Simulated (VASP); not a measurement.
# LiCl in VASP: notebook

The runs below take LiCl through single point, with PBE.

Program: VASP 6.6.1. These are calculated values, not measurements. Logs are shortened: lines on timing, memory, paths and dates and some standing lists are left out, and cuts for length are marked.

**1. The cell of the first run**

The structure is cubic, space group Fm-3m (No. 225). The conventional cell has a = 5.001 Å, b = 5.001 Å, c = 5.001 Å, α = 90.00°, β = 90.00°, γ = 90.00°. Within 3.3 Å of Li (site symmetry m-3m) lie 6 Cl at 2.50 Å. Cl (site symmetry m-3m) has 6 Li at 2.50 Å within 3.3 Å.

**2. Single point, PBE (strain -0.025 along x and y, -0.025 along z)**

INCAR reads:

```
SYSTEM = LiCl
PREC = Accurate
ENCUT = 520
EDIFF = 1E-6
ISMEAR = 0
SIGMA = 0.05
LREAL = .False.
LASPH = .True.
NELM = 100
ALGO = Normal
ISIF = 2
LWAVE = .False.
LCHARG = .False.
GGA = PE
NBANDS = 12
```

KPOINTS reads:

```
Automatic mesh
0
Gamma
  8 8 8
  0 0 0
```

POSCAR reads:

```
LiCl
1.0
    0.0000000000      2.5006410000      2.5006410000
    2.5006410000      0.0000000000      2.5006410000
    2.5006410000      2.5006410000      0.0000000000
Li Cl
1 1
Direct
    0.0000000000      0.0000000000      0.0000000000
    0.5000000000      0.5000000000      0.5000000000
```

Potentials or basis: VASP PAW PBE potentials, release 64 (Li_sv, Cl).

Command:

```bash
$ cat potpaw_PBE.64/Li_sv/POTCAR potpaw_PBE.64/Cl/POTCAR > POTCAR
$ mpirun -np 1 vasp_std > vasp.out
```

OUTCAR:

```text
SYSTEM = LiCl
   PREC = Accurate
   ENCUT = 520
   EDIFF = 1E-6
   ISMEAR = 0
   LREAL = .False.
   LASPH = .True.
   NELM = 100
   ISIF = 2
   GGA = PE

 ion  position               nearest neighbor table
   1  0.000  0.000  0.000-   2 2.50   2 2.50   2 2.50   2 2.50   2 2.50   2 2.50
   2  0.500  0.500  0.500-   1 2.50   1 2.50   1 2.50   1 2.50   1 2.50   1 2.50

  LATTYP: Found a face centered cubic cell.
 ALAT       =     5.0012820000

  Lattice vectors:

 A1 = (   0.0000000000,   2.5006410000,   2.5006410000)
 A2 = (   2.5006410000,   0.0000000000,   2.5006410000)
 A3 = (   2.5006410000,   2.5006410000,   0.0000000000)

Analysis of symmetry for initial positions (statically):
=====================================================================
 Subroutine PRICEL returns:
 Original cell was already a primitive cell.

 Routine SETGRP: Setting up the symmetry group for a
 face centered cubic supercell.

 Subroutine GETGRP returns: Found 48 space group operations
 (whereof 48 operations were pure point group operations)
 out of a pool of 48 trial point group operations.

The static configuration has the point symmetry O_h .

Analysis of symmetry for dynamics (positions and initial velocities):
=====================================================================
 Subroutine PRICEL returns:
 Original cell was already a primitive cell.

 Routine SETGRP: Setting up the symmetry group for a
 face centered cubic supercell.

 Subroutine GETGRP returns: Found 48 space group operations
 (whereof 48 operations were pure point group operations)
 out of a pool of 48 trial point group operations.

The dynamic configuration has the point symmetry O_h .

 Subroutine INISYM returns: Found 48 space group operations
 (whereof 48 operations are pure point group operations),
 and found     1 'primitive' translations

----------------------------------------------------------------------------------------

                                     Primitive cell

  volume of cell :      31.2740

  direct lattice vectors                    reciprocal lattice vectors
     0.000000000  2.500641000  2.500641000    -0.199948733  0.199948733  0.199948733
     2.500641000  0.000000000  2.500641000     0.199948733 -0.199948733  0.199948733
     2.500641000  2.500641000  0.000000000     0.199948733  0.199948733 -0.199948733

  length of vectors
     3.536440417  3.536440417  3.536440417     0.346321365  0.346321365  0.346321365

  position of ions in fractional coordinates (direct lattice)
     0.000000000  0.000000000  0.000000000
     0.500000000  0.500000000  0.500000000

  ion indices of the primitive-cell ions
   primitive index   ion index
                 1           1
                 2           2

----------------------------------------------------------------------------------------

 KPOINTS: Automatic mesh

Automatic generation of k-mesh.
 Grid dimensions read from file:
 generate k-points for:    8    8    8

 Generating k-lattice:

  Cartesian coordinates                     Fractional coordinates (reciprocal lattice)
    -0.024993592  0.024993592  0.024993592     0.125000000  0.000000000  0.000000000
     0.024993592 -0.024993592  0.024993592     0.000000000  0.125000000  0.000000000
     0.024993592  0.024993592 -0.024993592     0.000000000  0.000000000  0.125000000

  Length of vectors
     0.043290171  0.043290171  0.043290171

  Shift w.r.t. Gamma in fractional coordinates (k-lattice)
     0.000000000  0.000000000  0.000000000

 Subroutine IBZKPT returns following result:
 ===========================================

 Found     29 irreducible k-points:

 Following reciprocal coordinates:
            Coordinates               Weight
  0.000000  0.000000  0.000000      1.000000
  0.125000  0.000000  0.000000      8.000000
  0.250000  0.000000  0.000000      8.000000
  0.375000  0.000000  0.000000      8.000000
  0.500000  0.000000  0.000000      4.000000
  0.125000  0.125000  0.000000      6.000000
[... 16 lines left out ...]
  0.500000  0.250000  0.125000     48.000000
 -0.375000  0.250000  0.125000     24.000000
 [... further k-points ...]
   k-points           NKPTS =     29   k-points in BZ     NKDIM =     29   number of bands    NBANDS=     12
   number of dos      NEDOS =    301   number of ions     NIONS =      2
   total plane-waves  NPLWV =  21952
   dimension x,y,z NGX =    28 NGY =   28 NGZ =   28
   dimension x,y,z NGXF=    56 NGYF=   56 NGZF=   56
   ions per type =               1   1
   NGX,Y,Z   is equivalent  to a cutoff of  13.16, 13.16, 13.16 a.u.
   NGXF,Y,Z  is equivalent  to a cutoff of  26.33, 26.33, 26.33 a.u.
 SYSTEM =  LiCl
   PREC   = accura    normal or accurate (medium, high low for compatibility)
   ISTART =      0    job   : 0-new  1-cont  2-samecut
   ICHARG =      2    charge: 1-file 2-atom 10-const
   ISPIN  =      1    spin polarized calculation?
   LNONCOLLINEAR =      F non collinear calculations
   LSORBIT =      F    spin-orbit coupling
   LASPH  =      T    aspherical Exc in radial PAW
   ENCUT  =  520.0 eV  38.22 Ry    6.18 a.u.   6.58  6.58  6.58*2*pi/ulx,y,z
   NELM   =    100;   NELMIN=  2; NELMDL= -5     # of ELM steps
   EDIFF  = 0.1E-05   stopping-criterion for ELM
   LREAL  =      F    real-space projection
   EDIFFG = 0.1E-04   stopping-criterion for IOM
   NSW    =      0    number of steps for IOM
   IBRION =     -1    ionic relax: 0-MD 1-quasi-New 2-CG
   NFREE  =      0    steps in history (QN), initial steepest desc. (CG)
   ISIF   =      2    stress and relaxation
   ISYM   =      2    0-nonsym 1-usesym 2-fastsym
   POTIM  = 0.5000    time-step for ionic-motion
   TEBEG  =    0.0;   TEEND  =   0.0 temperature during run
   PSTRESS=    0.0 pullay stress
   NELECT =      10.0000    total number of electrons
   NUPDOWN=      -1.0000    fix difference up-down
   EMIN   =  10.00;   EMAX   =-10.00  energy-range for DOS
   EFERMI =   0.00;   METHOD = LEGACY
   ISMEAR =     0;   SIGMA  =   0.05  broadening in eV -4-tet -1-fermi 0-gaus
   EFERMI_NEDOS =   21; number of points for ismear=-14 and -15
   IALGO  =     38    algorithm
   IMIX   =      4    mixing-type and parameters
     AMIX     =   0.40;   BMIX     =  1.00
     AMIX_MAG =   1.60;   BMIX_MAG =  1.00
  volume/ion in A,a.u.               =      15.64       105.52
  Fermi-wavevector in a.u.,A,eV,Ry     =   1.119473  2.115497 17.051080  1.253219
  Thomas-Fermi vector in A             =   2.256112
   LORBIT       =      0    0 simple, 1 ext, 2 COOP (PROOUT), +10 PAW based schemes
   GGA     = PE    functional components
   LHFCALC =     F    Hartree Fock is set to
   AEXX    =    0.0000 exact exchange contribution
   IVDW    =     0    specifies the selected vdW correction
   LEPSILON=     F    determine dielectric tensor
   LRPA    =     F    only Hartree local field effects (RPA)
 non-spin polarized calculation
 Gauss-broadening in eV      SIGMA  =   0.05
  energy-cutoff  :      520.00
  volume of cell :       31.27
 maximum number of plane-waves:       869
 NGX is ok and might be reduce to    28
   NGX = 13   NGY = 13   NGZ = 13

 number of electron      10.0000000 magnetization

 number of electron       9.9999991 magnetization

 Free energy of the ion-electron system (eV)
  ---------------------------------------------------
  ext. energy  EPLUGINS =         0.00000000
  ---------------------------------------------------
  free energy    TOTEN  =        -7.35841183 eV

  energy without entropy =       -7.35841183  energy(sigma->0) =       -7.35841183

 E-fermi :   1.4669     XC(G=0):  -9.0631

 val. band max:        1.1774463753   @ k =   0.0000   0.0000   0.0000
 cond. band min:       7.9802470203   @ k =   0.0000   0.0000   0.0000
 fundamental gap:      6.8028006450
 Fermi energy:         1.4669168282

 k-point     1 :       0.0000    0.0000    0.0000
  band No.  band energies     occupation
      1     -42.2265      2.00000
      2     -12.5032      2.00000
      3       1.1774      2.00000
      4       1.1774      2.00000
      5       1.1774      2.00000
      6       7.9802      0.00000
      7      13.1709      0.00000
      8      13.1709      0.00000
      9      13.1709      0.00000
     10      16.0075      0.00000
     11      16.0077      0.00000
     12      16.1658      0.00000

 k-point     2 :       0.1250    0.0000    0.0000
  band No.  band energies     occupation
      1     -42.2258      2.00000
      2     -12.4149      2.00000
      3       0.5958      2.00000
      4       1.1304      2.00000
      5       1.1304      2.00000
      6       8.4386      0.00000
      7      12.4285      0.00000
      8      13.1212      0.00000
      9      13.1212      0.00000
     10      14.4633      0.00000
     11      14.4633      0.00000
     12      16.6307      0.00000

 k-point     3 :       0.2500    0.0000    0.0000
  band No.  band energies     occupation
      1     -42.2244      2.00000
      2     -12.1879      2.00000
      3      -0.5736      2.00000
      4       1.0235      2.00000
      5       1.0235      2.00000
      6       8.6864      0.00000
      7      11.9630      0.00000
      8      11.9630      0.00000
      9      12.5157      0.00000
     10      15.3163      0.00000
     11      15.3163      0.00000
     12      17.2403      0.00000
[... 286 lines left out ...]
 k-point    23 :       0.5000    0.2500    0.1250
  band No.  band energies     occupation
      1     -42.2222      2.00000
      2     -11.7820      2.00000
      3      -1.4014      2.00000
      4      -0.1998      2.00000
      5       0.6182      2.00000
      6       9.7737      0.00000
      7      10.6644      0.00000
      8      11.7236      0.00000
      9      12.9652      0.00000
     10      15.9674      0.00000
     11      19.1238      0.00000
     12      19.6004      0.00000

 k-point    24 :      -0.3750    0.2500    0.1250
  band No.  band energies     occupation
      1     -42.2217      2.00000
      2     -11.6859      2.00000
      3      -1.6687      2.00000
      4      -0.3057      2.00000
      5       0.5186      2.00000
      6       9.5511      0.00000
      7      10.6194      0.00000
      8      11.9005      0.00000
      9      13.4371      0.00000
     10      17.0749      0.00000
     11      17.8409      0.00000
     12      19.8539      0.00000

 [... further k-points ...]

------------------------ aborting loop because EDIFF is reached ----------------------------------------

  FORCE on cell =-STRESS in cart. coord.  units (eV):
  Direction    XX          YY          ZZ          XY          YZ          ZX
  --------------------------------------------------------------------------------------
  -------------------------------------------------------------------------------------
  Total        0.6377017      0.6377017      0.6377017      0.0000000      0.0000000     -0.0000000
  in kB       32.6696238     32.6696238     32.6696238      0.0000000      0.0000000     -0.0000000
  external PRESSURE =      32.6696238 kB  Pullay stress =       0.0000000 kB

 VOLUME and BASIS-vectors are now :
 -----------------------------------------------------------------------------
  energy-cutoff  :      520.00
  volume of cell :       31.27
      direct lattice vectors                 reciprocal lattice vectors
     0.000000000  2.500641000  2.500641000    -0.199948733  0.199948733  0.199948733
     2.500641000  0.000000000  2.500641000     0.199948733 -0.199948733  0.199948733
     2.500641000  2.500641000  0.000000000     0.199948733  0.199948733 -0.199948733

 POSITION                                       TOTAL-FORCE (eV/Angst)
 -----------------------------------------------------------------------------------
      0.00000      0.00000      0.00000        -0.000000     -0.000000     -0.000000
      2.50064      2.50064      2.50064         0.000000      0.000000      0.000000
 -----------------------------------------------------------------------------------
    total drift:                                0.000000      0.000000      0.000000

  FREE ENERGIE OF THE ION-ELECTRON SYSTEM (eV)
  ---------------------------------------------------
  free  energy   TOTEN  =        -7.3584118260 eV

  energy  without entropy=       -7.3584118260  energy(sigma->0) =       -7.35841183
```

It took 25 s on 1 thread of AMD EPYC 7R13, shared host; peak memory 0.12 GiB.

Results:

- Free energy: -7.3584 eV
- Band gap on the k mesh: 6.80 eV

Caveat: the cell differs from its parent crystal (strain -0.025 along x and y, -0.025 along z); the cutoff is under 1.25 times the usual one of these potentials, so pressure, stress and relaxed cells hold a basis-set (Pulay) error.

**3. Single point, PBE (strain +0.050 along x and y, +0.050 along z)**

INCAR reads:

```
PREC = Accurate ; ENCUT = 520
EDIFF = 1E-6 ; ISMEAR = 0
SIGMA = 0.05 ; LREAL = False
LASPH = True ; NELM = 100
ALGO = Normal ; ISIF = 2
LWAVE = False ; LCHARG = True
GGA = PE ; LELF = True
LVHAR = True ; NBANDS = 12
```

KPOINTS reads:

```
regular mesh
0
Gamma
  8 8 8
```

POSCAR reads:

```
LiCl
1.0
    0.0000000000      2.6929980000      2.6929980000
    2.6929980000      0.0000000000      2.6929980000
    2.6929980000      2.6929980000      0.0000000000
Li Cl
1 1
Direct
    0.0000000000      0.0000000000      0.0000000000
    0.5000000000      0.5000000000      0.5000000000
```

Potentials or basis: VASP PAW PBE potentials, release 64 (Li_sv, Cl).

Command:

```bash
$ cat potpaw_PBE.64/Li_sv/POTCAR potpaw_PBE.64/Cl/POTCAR > POTCAR
$ mpirun -np 1 vasp_std > vasp.out
```

It took 27 s on 1 thread of AMD EPYC 7R13, shared host; peak memory 0.12 GiB.

The run converged. Its results:

| Item | Value |
| --- | --- |
| Free energy | -7.3308 eV |
| Band gap on the k mesh | 5.59 eV |

Levels at points of the mesh, in eV from the valence-band top:
```
           k point  band 3  band 4  band 5  band 6  band 7  band 8
(0.00, 0.00, 0.00)    0.00    0.00    0.00    5.59   11.78   11.78
(0.50, 0.00, 0.00)   -2.27   -0.20   -0.20    6.59    9.38    9.38
(0.50, 0.50, 0.00)   -2.29   -0.86   -0.86    7.54    8.45   11.27
```

Caveat: the cell differs from its parent crystal (strain +0.050 along x and y, +0.050 along z); the cutoff is under 1.25 times the usual one of these potentials, so pressure, stress and relaxed cells hold a basis-set (Pulay) error. A k mesh can miss the band edges.

**4. Single point, PBE (strain -0.025 along x and y, -0.050 along z)**

INCAR reads:

```
SYSTEM = LiCl
PREC = Accurate
ENCUT = 520
EDIFF = 1E-6
ISMEAR = 0
SIGMA = 0.05
LREAL = .FALSE.
LASPH = .TRUE.
NELM = 60
ALGO = Normal
ISIF = 2
LWAVE = .FALSE.
LCHARG = .FALSE.
GGA = PE
NBANDS = 12
```

KPOINTS reads:

```
regular mesh
0
G
  8 8 8
  0 0 0
```

POSCAR reads:

```
LiCl
1.0
    0.0000000000      2.5006410000      2.4365220000
    2.5006410000      0.0000000000      2.4365220000
    2.5006410000      2.5006410000      0.0000000000
Li Cl
1 1
Direct
    0.0000000000      0.0000000000      0.0000000000
    0.5000000000      0.5000000000      0.5000000000
```

Potentials or basis: VASP PAW PBE potentials, release 64 (Li_sv, Cl).

Command:

```bash
$ cat potpaw_PBE.64/Li_sv/POTCAR potpaw_PBE.64/Cl/POTCAR > POTCAR
$ mpirun -np 1 vasp_std > vasp.out
```

OUTCAR:

```text
SYSTEM = LiCl
   PREC = Accurate
   ENCUT = 520
   EDIFF = 1E-6
   ISMEAR = 0
   LREAL = .FALSE.
   LASPH = .TRUE.
   NELM = 60
   ISIF = 2
   GGA = PE

 ion  position               nearest neighbor table
   1  0.000  0.000  0.000-   2 2.44   2 2.44   2 2.50   2 2.50   2 2.50   2 2.50
   2  0.500  0.500  0.500-   1 2.44   1 2.44   1 2.50   1 2.50   1 2.50   1 2.50

  LATTYP: Found a body centered tetragonal cell.
 ALAT       =     3.5364404168
 C/A-ratio  =     1.3779516762

  Lattice vectors:

 A1 = (   0.0000000000,  -2.5006410000,  -2.4365220000)
[... 550 lines left out ...]

  FORCE on cell =-STRESS in cart. coord.  units (eV):
  Direction    XX          YY          ZZ          XY          YZ          ZX
  --------------------------------------------------------------------------------------
  -------------------------------------------------------------------------------------
  Total        0.7649742      0.7649742      1.0748408      0.0000000     -0.0000000      0.0000000
  in kB       40.2211348     40.2211348     56.5134367      0.0000000     -0.0000000      0.0000000
  external PRESSURE =      45.6519021 kB  Pullay stress =       0.0000000 kB

 VOLUME and BASIS-vectors are now :
 -----------------------------------------------------------------------------
  energy-cutoff  :      520.00
  volume of cell :       30.47
      direct lattice vectors                 reciprocal lattice vectors
     0.000000000  2.500641000  2.436522000    -0.199948733  0.199948733  0.205210542
     2.500641000  0.000000000  2.436522000     0.199948733 -0.199948733  0.205210542
     2.500641000  2.500641000  0.000000000     0.199948733  0.199948733 -0.205210542

 POSITION                                       TOTAL-FORCE (eV/Angst)
 -----------------------------------------------------------------------------------
      0.00000      0.00000      0.00000         0.000000     -0.000000      0.000000
      2.50064      2.50064      2.43652        -0.000000      0.000000      0.000000
 -----------------------------------------------------------------------------------
    total drift:                                0.000000      0.000000      0.000000

  FREE ENERGIE OF THE ION-ELECTRON SYSTEM (eV)
  ---------------------------------------------------
  free  energy   TOTEN  =        -7.3358704435 eV

  energy  without entropy=       -7.3358704435  energy(sigma->0) =       -7.33587044
```

stdout:

```text
POSCAR found type information on POSCAR LiCl
 POSCAR found :  2 types and       2 ions
 scaLAPACK will be used
 LDA part: xc-table for (Slater+PW92), standard interpolation
 POSCAR, INCAR and KPOINTS ok, starting setup
 FFT: planning ... GRIDC
 FFT: planning ... GRID_SOFT
 FFT: planning ... GRID
 WAVECAR not read
 entering main loop
```

It took 50 s on 1 thread of AMD EPYC 7R13, shared host; peak memory 0.13 GiB.

What came out:

| Property | Result |
| --- | --- |
| Free energy | -7.3359 eV |
| Band gap on the k mesh | 6.83 eV (least direct gap 6.95 eV) |

Caveat: the cell differs from its parent crystal (strain -0.025 along x and y, -0.050 along z); the cutoff is under 1.25 times the usual one of these potentials, so pressure, stress and relaxed cells hold a basis-set (Pulay) error.

**5. The runs side by side**

```tsv
cell	gap on the mesh (eV)
a = 3.536 Å, angles 60.0°, 2 atoms	6.80
a = 3.808 Å, angles 60.0°, 2 atoms	5.59
a = 3.491, b = 3.491, c = 3.536 Å, angles 59.6, 59.6, 60.9°, 2 atoms	6.83
```

Alike in all rows: task single point; level PBE; potentials or basis VASP PAW PBE potentials, release 64 (Li_sv, Cl); no spin polarisation; k mesh 8 × 8 × 8; cutoff (eV) 520; smearing gaussian 0.05 eV.

Caveats: the cutoff is under 1.25 times the usual one of these potentials, so pressure, stress and relaxed cells hold a basis-set (Pulay) error.

Absolute energies hang on the potentials; compare differences alone.
